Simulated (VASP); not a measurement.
Write the native input for VASP 6.6.1 that does the following.

| Property | Result |
| --- | --- |
| Task | electric field gradients |
| Functional | PBE |
| Potentials or basis | VASP PAW PBE potentials, release 64 (B, N) |
| Cutoff | 520 eV |
| k mesh | 12 × 12 × 6 |
| Occupations | gaussian, width 0.01 eV |
| Spin | no spin polarisation |
| Dipole correction | no |
| Further INCAR settings | ALGO = Normal; EDIFF = 1e-08; NBANDS = 16 |

The structure of BN lies in POSCAR:

```
BN
1.0
    2.5545414021      0.0000000000      0.0000000000
   -1.2772707011      2.2122977492      0.0000000000
    0.0000000000      0.0000000000      4.2245536550
B N
2 2
Direct
    0.6666666667      0.3333333333      0.9998056378
    0.3333333333      0.6666666667      0.4998056378
    0.6666666667      0.3333333333      0.6251943622
    0.3333333333      0.6666666667      0.1251943622
```

One way to write it, as run:

INCAR

```
SYSTEM = BN
PREC = Accurate
ENCUT = 520
EDIFF = 1E-8
ISMEAR = 0
SIGMA = 0.01
LREAL = .FALSE.
LASPH = .TRUE.
NELM = 120
ALGO = Normal
ISIF = 2
LWAVE = .FALSE.
LCHARG = .FALSE.
GGA = PE
LEFG = .TRUE.
NBANDS = 16
GGA_COMPAT = .FALSE.
```

KPOINTS

```
Automatic mesh
0
G
  12 12 6
  0 0 0
```

Potentials or basis: VASP PAW PBE potentials, release 64 (B, N).

The run is started by

```console
$ cat potpaw_PBE.64/B/POTCAR potpaw_PBE.64/N/POTCAR > POTCAR
$ mpirun -np 1 vasp_std > vasp.out
```

It gave:

```yaml
Pressure: 0.2 GPa
Band_gap_on_the_k_mesh: 5.21 eV, indirect (least direct gap 8.24 eV)
```

Caveat: without QUAD_EFG the Cq values of the log hold for a quadrupole moment of 1 mb, not for the nuclei.

It took 40 s on 1 thread of Intel Xeon 8259CL (shared host), peak memory 0.14 GiB.
